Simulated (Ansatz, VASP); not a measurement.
This is a calculation of Al for VASP 6.6.1.

File INCAR:

```
PREC = Accurate
ENCUT = 600
EDIFF = 1E-6
ISMEAR = -1
SIGMA = 0.05
LREAL = False
LASPH = True
NELM = 60
ALGO = Normal
ISIF = 3
LWAVE = False
LCHARG = False
GGA = PS
IVDW = 13
IBRION = 2
NSW = 80
EDIFFG = -0.02
```

The input KPOINTS:

```
regular mesh
0
Gamma
  11 11 11
```

The input POSCAR:

```
Al
1.0
    0.0000000000      2.0248050000      2.0248050000
    2.0248050000      0.0000000000      2.0248050000
    2.0248050000      2.0248050000      0.0000000000
Al
1
Direct
    0.0000000000      0.0000000000      0.0000000000
```

Potentials or basis: VASP PAW PBE potentials, release 64 (Al).

Launch:

```console
$ cat potpaw_PBE.64/Al/POTCAR > POTCAR
$ mpirun -np 1 vasp_std > vasp.out
```

Translate it to Ansatz 0.2.0. Potentials there: all-electron LAPW, scalar-relativistic.

As run (the cutoff follows the program's own potentials):

File input.yaml:

```yaml
crystal:
  lattice:
    - [0.0, 2.024805, 2.024805]
    - [2.024805, 0.0, 2.024805]
    - [2.024805, 2.024805, 0.0]
  atoms:
    - { symbol: Al, position: [0.0, 0.0, 0.0] }
kpoints:
  mp_grid: { grid: [11, 11, 11] }
scf:
  occupations: { method: fermi_dirac, width: 0.05 }
hamiltonian:
  xc: pbesol
  dispersion: d4
  pseudopotentials: { kind: all_electron, lapw: { basis_error: 0.001 } }
output:
  forces: true
  stress: true
relax:
  f_tol: 0.02
  max_steps: 60
  cell: {}
```

Potentials or basis: all-electron LAPW, scalar-relativistic.

The run is started by

```console
$ ansatz run input.yaml --threads 1 --pin off --max-ram 3072MiB --backend cpu --events-out ev --progress --plain --runs-dir out
```

Both were run:

|  | VASP | Ansatz | Ansatz less VASP |
| --- | --- | --- | --- |
| relaxed volume (Å³/atom) | 15.85 | 15.84 | -0.012 |
| relaxed cell length with the largest relative difference (Å) | 2.820 | 2.819 | -0.0007 |

VASP's potentials were made for PBE, not for PBEsol. Ansatz ran all-electron here, and VASP with PAW potentials.
